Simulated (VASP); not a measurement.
# MgO (Fm-3m) in VASP: single point with r2SCAN

Aim: the single point of MgO with r2SCAN.

Everything below comes from runs of VASP 6.6.1. Logs are shortened: lines on timing, memory, paths and dates and some standing lists are left out, and cuts for length are marked.

## 1. The cell of the first run

Symmetry: Fm-3m, No. 225, cubic system. The conventional cell has a = 4.214 Å, b = 4.214 Å, c = 4.214 Å, α = 90.00°, β = 90.00°, γ = 90.00°. O (site symmetry m-3m) has 6 Mg at 2.11 Å within 2.8 Å. Mg (site symmetry m-3m) has 6 O at 2.11 Å within 2.8 Å.

## 2. Single point, r2SCAN

Input file POSCAR:

```
MgO
1.0
    8.4288080000      0.0000000000      0.0000000000
    0.0000000000      8.4288080000      0.0000000000
    0.0000000000      0.0000000000      8.4288080000
O Mg
32 32
Direct
    0.2500000000      0.0000000000      0.0000000000
    0.2500000000      0.0000000000      0.5000000000
    0.2500000000      0.5000000000      0.0000000000
    0.2500000000      0.5000000000      0.5000000000
    0.7500000000      0.0000000000      0.0000000000
    0.7500000000      0.0000000000      0.5000000000
    0.7500000000      0.5000000000      0.0000000000
    0.7500000000      0.5000000000      0.5000000000
    0.0000000000      0.2500000000      0.0000000000
    0.0000000000      0.2500000000      0.5000000000
    0.0000000000      0.7500000000      0.0000000000
    0.0000000000      0.7500000000      0.5000000000
    0.5000000000      0.2500000000      0.0000000000
    0.5000000000      0.2500000000      0.5000000000
    0.5000000000      0.7500000000      0.0000000000
    0.5000000000      0.7500000000      0.5000000000
    0.0000000000      0.0000000000      0.2500000000
    0.0000000000      0.0000000000      0.7500000000
    0.0000000000      0.5000000000      0.2500000000
    0.0000000000      0.5000000000      0.7500000000
    0.5000000000      0.0000000000      0.2500000000
    0.5000000000      0.0000000000      0.7500000000
    0.5000000000      0.5000000000      0.2500000000
    0.5000000000      0.5000000000      0.7500000000
    0.2500000000      0.2500000000      0.2500000000
    0.2500000000      0.2500000000      0.7500000000
    0.2500000000      0.7500000000      0.2500000000
    0.2500000000      0.7500000000      0.7500000000
    0.7500000000      0.2500000000      0.2500000000
    0.7500000000      0.2500000000      0.7500000000
    0.7500000000      0.7500000000      0.2500000000
    0.7500000000      0.7500000000      0.7500000000
    0.0000000000      0.0000000000      0.0000000000
    0.0000000000      0.0000000000      0.5000000000
    0.0000000000      0.5000000000      0.0000000000
    0.0000000000      0.5000000000      0.5000000000
    0.5000000000      0.0000000000      0.0000000000
    0.5000000000      0.0000000000      0.5000000000
    0.5000000000      0.5000000000      0.0000000000
    0.5000000000      0.5000000000      0.5000000000
    0.2500000000      0.2500000000      0.0000000000
    0.2500000000      0.2500000000      0.5000000000
    0.2500000000      0.7500000000      0.0000000000
    0.2500000000      0.7500000000      0.5000000000
    0.7500000000      0.2500000000      0.0000000000
    0.7500000000      0.2500000000      0.5000000000
    0.7500000000      0.7500000000      0.0000000000
    0.7500000000      0.7500000000      0.5000000000
    0.2500000000      0.0000000000      0.2500000000
    0.2500000000      0.0000000000      0.7500000000
    0.2500000000      0.5000000000      0.2500000000
    0.2500000000      0.5000000000      0.7500000000
    0.7500000000      0.0000000000      0.2500000000
    0.7500000000      0.0000000000      0.7500000000
    0.7500000000      0.5000000000      0.2500000000
    0.7500000000      0.5000000000      0.7500000000
    0.0000000000      0.2500000000      0.2500000000
    0.0000000000      0.2500000000      0.7500000000
    0.0000000000      0.7500000000      0.2500000000
    0.0000000000      0.7500000000      0.7500000000
    0.5000000000      0.2500000000      0.2500000000
    0.5000000000      0.2500000000      0.7500000000
    0.5000000000      0.7500000000      0.2500000000
    0.5000000000      0.7500000000      0.7500000000
```

Input file INCAR.step1:

```
SYSTEM = MgO
  PREC = Accurate
  ENCUT = 520
  ISMEAR = -1
  SIGMA = 0.05
  LREAL = Auto
  LASPH = .True.
  NELM = 100
  NBANDS = 166
  GGA = PE
  ALGO = Normal
  EDIFF = 1E-4
  LWAVE = .True.
  LCHARG = .False.
```

Input file INCAR.step2:

```
SYSTEM = MgO
  PREC = Accurate
  ENCUT = 520
  EDIFF = 1E-6
  ISMEAR = -1
  SIGMA = 0.05
  LREAL = Auto
  LASPH = .True.
  NELM = 100
  ALGO = Normal
  ISIF = 2
  LWAVE = .False.
  LCHARG = .True.
  METAGGA = R2SCAN
  LMIXTAU = .True.
  LELF = .True.
  LVHAR = .True.
  NBANDS = 166
  ISTART = 1
```

Input file KPOINTS:

```
regular mesh
0
Gamma
  1 1 1
  0 0 0
```

Potentials or basis: VASP PAW PBE potentials, release 64 (O, Mg).

Started as:

```sh
> cat potpaw_PBE.64/O/POTCAR potpaw_PBE.64/Mg/POTCAR > POTCAR
> cp INCAR.step1 INCAR
> mpirun -np 1 vasp_gam > vasp.out
> cp INCAR.step2 INCAR
> mpirun -np 1 vasp_gam > vasp.out
```

OUTCAR:

```text
SYSTEM = MgO
   PREC = Accurate
   ENCUT = 520
   EDIFF = 1E-6
   ISMEAR = -1
   LREAL = Auto
   LASPH = .True.
   NELM = 100
   ISIF = 2
   METAGGA = R2SCAN
   ISTART = 1

 ion  position               nearest neighbor table
   1  0.250  0.000  0.000-  33 2.11  37 2.11  41 2.11  43 2.11  49 2.11  50 2.11
   2  0.250  0.000  0.500-  34 2.11  38 2.11  42 2.11  44 2.11  49 2.11  50 2.11
   3  0.250  0.500  0.000-  35 2.11  39 2.11  41 2.11  43 2.11  51 2.11  52 2.11
   4  0.250  0.500  0.500-  36 2.11  40 2.11  42 2.11  44 2.11  51 2.11  52 2.11
   5  0.750  0.000  0.000-  33 2.11  37 2.11  45 2.11  47 2.11  53 2.11  54 2.11
   6  0.750  0.000  0.500-  34 2.11  38 2.11  46 2.11  48 2.11  53 2.11  54 2.11
[... 76 lines left out ...]
  58  0.000  0.250  0.750-   9 2.11  10 2.11  18 2.11  20 2.11  26 2.11  30 2.11  33 2.98  34 2.98
                            35 2.98  36 2.98  41 2.98  42 2.98  45 2.98  46 2.98  50 2.98  52 2.98
  59  0.000  0.750  0.250-  11 2.11  12 2.11  17 2.11  19 2.11  27 2.11  31 2.11  33 2.98  34 2.98
                            35 2.98  36 2.98  43 2.98  44 2.98  47 2.98  48 2.98  49 2.98  51 2.98
  60  0.000  0.750  0.750-  11 2.11  12 2.11  18 2.11  20 2.11  28 2.11  32 2.11  33 2.98  34 2.98
                            35 2.98  36 2.98  43 2.98  44 2.98  47 2.98  48 2.98  50 2.98  52 2.98
  61  0.500  0.250  0.250-  13 2.11  14 2.11  21 2.11  23 2.11  25 2.11  29 2.11  37 2.98  38 2.98
                            39 2.98  40 2.98  41 2.98  42 2.98  45 2.98  46 2.98  49 2.98  51 2.98
  62  0.500  0.250  0.750-  13 2.11  14 2.11  22 2.11  24 2.11  26 2.11  30 2.11  37 2.98  38 2.98
                            39 2.98  40 2.98  41 2.98  42 2.98  45 2.98  46 2.98  50 2.98  52 2.98
  63  0.500  0.750  0.250-  15 2.11  16 2.11  21 2.11  23 2.11  27 2.11  31 2.11  37 2.98  38 2.98
                            39 2.98  40 2.98  43 2.98  44 2.98  47 2.98  48 2.98  49 2.98  51 2.98
  64  0.500  0.750  0.750-  15 2.11  16 2.11  22 2.11  24 2.11  28 2.11  32 2.11  37 2.98  38 2.98
                            39 2.98  40 2.98  43 2.98  44 2.98  47 2.98  48 2.98  50 2.98  52 2.98

  LATTYP: Found a simple cubic cell.
 ALAT       =     8.4288080000

  Lattice vectors:

 A1 = (   8.4288080000,   0.0000000000,   0.0000000000)
 A2 = (   0.0000000000,   8.4288080000,   0.0000000000)
 A3 = (   0.0000000000,   0.0000000000,   8.4288080000)

Analysis of symmetry for initial positions (statically):
=====================================================================
 Subroutine PRICEL returns following result:

  LATTYP: Found a face centered cubic cell.
 ALAT       =     4.2144040000

  Lattice vectors:

 A1 = (   2.1072020000,  -2.1072020000,   0.0000000000)
 A2 = (   2.1072020000,   0.0000000000,   2.1072020000)
 A3 = (   0.0000000000,  -2.1072020000,   2.1072020000)

  32 primitive cells build up your supercell.

 Routine SETGRP: Setting up the symmetry group for a
 simple cubic supercell.

 Subroutine GETGRP returns: Found 48 space group operations
 (whereof 48 operations were pure point group operations)
 out of a pool of 48 trial point group operations.

The static configuration has the point symmetry O_h .

Analysis of symmetry for dynamics (positions and initial velocities):
=====================================================================
 Subroutine PRICEL returns following result:

  LATTYP: Found a face centered cubic cell.
 ALAT       =     4.2144040000

  Lattice vectors:

 A1 = (   2.1072020000,  -2.1072020000,   0.0000000000)
 A2 = (   2.1072020000,   0.0000000000,   2.1072020000)
 A3 = (   0.0000000000,  -2.1072020000,   2.1072020000)

  32 primitive cells build up your supercell.

 Routine SETGRP: Setting up the symmetry group for a
 simple cubic supercell.

 Subroutine GETGRP returns: Found 48 space group operations
 (whereof 48 operations were pure point group operations)
 out of a pool of 48 trial point group operations.

[... 33 lines left out ...]
Automatic generation of k-mesh.
 Grid dimensions read from file:
 generate k-points for:    1    1    1

 Generating k-lattice:

  Cartesian coordinates                     Fractional coordinates (reciprocal lattice)
     0.118640738  0.000000000  0.000000000     1.000000000  0.000000000  0.000000000
     0.000000000  0.118640738  0.000000000     0.000000000  1.000000000  0.000000000
     0.000000000  0.000000000  0.118640738     0.000000000  0.000000000  1.000000000

  Length of vectors
     0.118640738  0.118640738  0.118640738

  Shift w.r.t. Gamma in fractional coordinates (k-lattice)
     0.000000000  0.000000000  0.000000000

 Subroutine IBZKPT returns following result:
 ===========================================

 Found      1 irreducible k-points:

 Following reciprocal coordinates:
            Coordinates               Weight
  0.000000  0.000000  0.000000      1.000000
   k-points           NKPTS =      1   k-points in BZ     NKDIM =      1   number of bands    NBANDS=    166
   number of dos      NEDOS =    301   number of ions     NIONS =     64
   total plane-waves  NPLWV = 262144
   dimension x,y,z NGX =    64 NGY =   64 NGZ =   64
   dimension x,y,z NGXF=   128 NGYF=  128 NGZF=  128
   ions per type =              32  32
   NGX,Y,Z   is equivalent  to a cutoff of  12.62, 12.62, 12.62 a.u.
   NGXF,Y,Z  is equivalent  to a cutoff of  25.25, 25.25, 25.25 a.u.
 SYSTEM =  MgO
   PREC   = accura    normal or accurate (medium, high low for compatibility)
   ISTART =      1    job   : 0-new  1-cont  2-samecut
   ICHARG =      0    charge: 1-file 2-atom 10-const
   ISPIN  =      1    spin polarized calculation?
   LNONCOLLINEAR =      F non collinear calculations
   LSORBIT =      F    spin-orbit coupling
   LASPH  =      T    aspherical Exc in radial PAW
   ENCUT  =  520.0 eV  38.22 Ry    6.18 a.u.  15.67 15.67 15.67*2*pi/ulx,y,z
   NELM   =    100;   NELMIN=  2; NELMDL=  0     # of ELM steps
   EDIFF  = 0.1E-05   stopping-criterion for ELM
   LREAL  =      T    real-space projection
   EDIFFG = 0.1E-04   stopping-criterion for IOM
   NSW    =      0    number of steps for IOM
   IBRION =     -1    ionic relax: 0-MD 1-quasi-New 2-CG
   NFREE  =      0    steps in history (QN), initial steepest desc. (CG)
   ISIF   =      2    stress and relaxation
   ISYM   =      2    0-nonsym 1-usesym 2-fastsym
   POTIM  = 0.5000    time-step for ionic-motion
   TEBEG  =    0.0;   TEEND  =   0.0 temperature during run
   PSTRESS=    0.0 pullay stress
   NELECT =     256.0000    total number of electrons
   NUPDOWN=      -1.0000    fix difference up-down
   EMIN   =  10.00;   EMAX   =-10.00  energy-range for DOS
   EFERMI =   0.00;   METHOD = LEGACY
   ISMEAR =    -1;   SIGMA  =   0.05  broadening in eV -4-tet -1-fermi 0-gaus
   EFERMI_NEDOS =   21; number of points for ismear=-14 and -15
   IALGO  =     38    algorithm
   IMIX   =      4    mixing-type and parameters
     AMIX     =   0.40;   BMIX     =  1.00
     AMIX_MAG =   1.60;   BMIX_MAG =  1.00
  volume/ion in A,a.u.               =       9.36        63.14
  Fermi-wavevector in a.u.,A,eV,Ry     =   1.233262  2.330527 20.693577  1.520935
  Thomas-Fermi vector in A             =   2.367999
   LORBIT       =      0    0 simple, 1 ext, 2 COOP (PROOUT), +10 PAW based schemes
   METAGGA = R2SCAN    functional components
   LHFCALC =     F    Hartree Fock is set to
   AEXX    =    0.0000 exact exchange contribution
   IVDW    =     0    specifies the selected vdW correction
   LEPSILON=     F    determine dielectric tensor
   LRPA    =     F    only Hartree local field effects (RPA)
 non-spin polarized calculation
  energy-cutoff  :      520.00
  volume of cell :      598.82
 maximum number of plane-waves:      8068
 NGX is ok and might be reduce to    64
   NGX = 31   NGY = 31   NGZ = 31

 number of electron     255.9999894 magnetization

 Free energy of the ion-electron system (eV)
  ---------------------------------------------------
  ext. energy  EPLUGINS =         0.00000000
  ---------------------------------------------------
  free energy    TOTEN  =      -516.64008054 eV

  energy without entropy =     -516.64008054  energy(sigma->0) =     -516.64008054

 E-fermi :   4.0956     XC(G=0): -11.5823

 val. band max:        2.7803506368   @ k =   0.0000   0.0000   0.0000
 cond. band min:       8.3581381416   @ k =   0.0000   0.0000   0.0000
 fundamental gap:      5.5777875048
 Fermi energy:         4.0956403387

 k-point     1 :       0.0000    0.0000    0.0000
  band No.  band energies     occupation
      1     -15.4135      2.00000
      2     -14.6812      2.00000
      3     -14.6812      2.00000
      4     -14.6812      2.00000
      5     -14.6812      2.00000
      6     -14.6812      2.00000
[... 132 lines left out ...]
    139      11.7637      0.00000
    140      12.7955      0.00000
 [bands above 140 left out]

------------------------ aborting loop because EDIFF is reached ----------------------------------------

  FORCE on cell =-STRESS in cart. coord.  units (eV):
  Direction    XX          YY          ZZ          XY          YZ          ZX
  --------------------------------------------------------------------------------------
  -------------------------------------------------------------------------------------
  Total       -8.3932256     -8.3932256     -8.3932256      0.0000000     -0.0000000      0.0000000
  in kB      -22.4564444    -22.4564444    -22.4564444      0.0000000     -0.0000000      0.0000000
  external PRESSURE =     -22.4564444 kB  Pullay stress =       0.0000000 kB

 VOLUME and BASIS-vectors are now :
 -----------------------------------------------------------------------------
  energy-cutoff  :      520.00
  volume of cell :      598.82
      direct lattice vectors                 reciprocal lattice vectors
     8.428808000  0.000000000  0.000000000     0.118640738  0.000000000  0.000000000
     0.000000000  8.428808000  0.000000000     0.000000000  0.118640738  0.000000000
     0.000000000  0.000000000  8.428808000     0.000000000  0.000000000  0.118640738

 POSITION                                       TOTAL-FORCE (eV/Angst)
 -----------------------------------------------------------------------------------
      2.10720      0.00000      0.00000         0.000000      0.000000      0.000000
      2.10720      0.00000      4.21440        -0.000000      0.000000     -0.000000
      2.10720      4.21440      0.00000         0.000000     -0.000000     -0.000000
      2.10720      4.21440      4.21440         0.000000     -0.000000      0.000000
      6.32161      0.00000      0.00000         0.000000      0.000000     -0.000000
      6.32161      0.00000      4.21440        -0.000000      0.000000     -0.000000
[... 56 lines left out ...]
      4.21440      6.32161      2.10720         0.000000     -0.000000     -0.000000
      4.21440      6.32161      6.32161         0.000000     -0.000000     -0.000000
 -----------------------------------------------------------------------------------
    total drift:                                0.000000      0.000000      0.000000

  FREE ENERGIE OF THE ION-ELECTRON SYSTEM (eV)
  ---------------------------------------------------
  free  energy   TOTEN  =      -516.6400805423 eV

  energy  without entropy=     -516.6400805422  energy(sigma->0) =     -516.64008054
```

Wall time 11 min (1 thread of AMD EPYC 7R43 (Zen 3), shared host); peak memory 0.6 GiB.

Results:

```
Free energy            : -516.6401 eV
Pressure               : -2.2 GPa
Band gap on the k mesh : 5.58 eV
```

Caveat: the k points lie up to 0.75 Å⁻¹ apart; the PAW data sets were made with another functional, which shifts forces and pressure a little. r2SCAN opens gaps a little over a GGA but as a rule still falls short of measured ones.
